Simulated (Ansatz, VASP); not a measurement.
# Two plane-wave programs on TaN

Contents of INCAR:

```
PREC     = Accurate       # precision mode
ENCUT    = 520            # plane-wave cutoff, eV
EDIFF    = 1E-6           # SCF threshold, eV
ISMEAR   = 0              # smearing method
SIGMA    = 0.15           # smearing width, eV
LREAL    = F              # projectors in reciprocal space
LASPH    = T              # aspherical terms in the spheres
NELM     = 100            # most SCF steps
ALGO     = Normal         # electronic algorithm
ISIF     = 2              # what is computed and relaxed
LWAVE    = F              # write WAVECAR
LCHARG   = F              # write CHGCAR
GGA      = PS             # functional
NBANDS   = 15             # bands
```

The input KPOINTS:

```
regular mesh
0
Gamma
  24 24 20
```

POSCAR

```
TaN
1.0
    2.9239890447      0.0000000000      0.0000000000
   -1.4619945224      2.5322487931      0.0000000000
    0.0000000000      0.0000000000      2.8707276427
Ta N
1 1
Direct
    0.3333333333      0.6666666667      0.5000000000
    0.0000000000      0.0000000000     -0.0174171869
```

Input for Ansatz:

```yaml
crystal:
  lattice:
    - [2.9239890447, 0.0, 0.0]
    - [-1.4619945224, 2.5322487931, 0.0]
    - [0.0, 0.0, 2.8707276427]
  atoms:
    - { symbol: Ta, position: [0.3333333333, 0.6666666667, 0.5] }
    - { symbol: "N", position: [0.0, 0.0, -0.0174171869] }
basis:
  ecutwfc: 420
kpoints:
  mp_grid: { grid: [24, 24, 20] }
hamiltonian:
  xc: pbesol
scf:
  occupations: { method: gaussian, width: 0.15 }
output:
  forces: true
  stress: true
  eigenvalues: true
```

Change from the starting cell: all N atoms moved +0.050 Å, as atom 2 towards its neighbour atom 2 (N) at 2.871 Å.

Alike in both runs: task single point; functional PBEsol; k mesh 24 × 24 × 20; occupations gaussian, width 0.15 eV; no spin polarisation.

|  | VASP | Ansatz |
| --- | --- | --- |
| version | VASP 6.6.1 | Ansatz 0.2.0 |
| potentials or method | VASP PAW PBE potentials, release 64 (Ta_pv, N), cutoff 520 eV | scalar-relativistic, plane waves, PAW |
| valence electrons in the cell | 16 | 18 |

```tsv
	VASP	Ansatz	Ansatz less VASP
gap on the k mesh at the Fermi level (eV)	none	none	-
pressure (GPa)	1.4	0.6	-0.85
traceless stress, the component that is largest in VASP (GPa)	0.27	0.13	-0.135
rms of the force components (eV/Å)	0.430	0.427	-0.0032
```

VASP's potentials were made for PBE, not for PBEsol. Atom by atom the forces differ by 0.003 eV/Å (rms over components). A gap of «none» marks a metal or a gap that the smearing closes. The functional is the same, so the differences come from potentials, cutoffs and numerics. VASP's potentials hold 16 valence electrons a cell and Ansatz's 18, so a difference there can come from the potentials and not from the codes.

Neither program's run includes spin-orbit coupling.
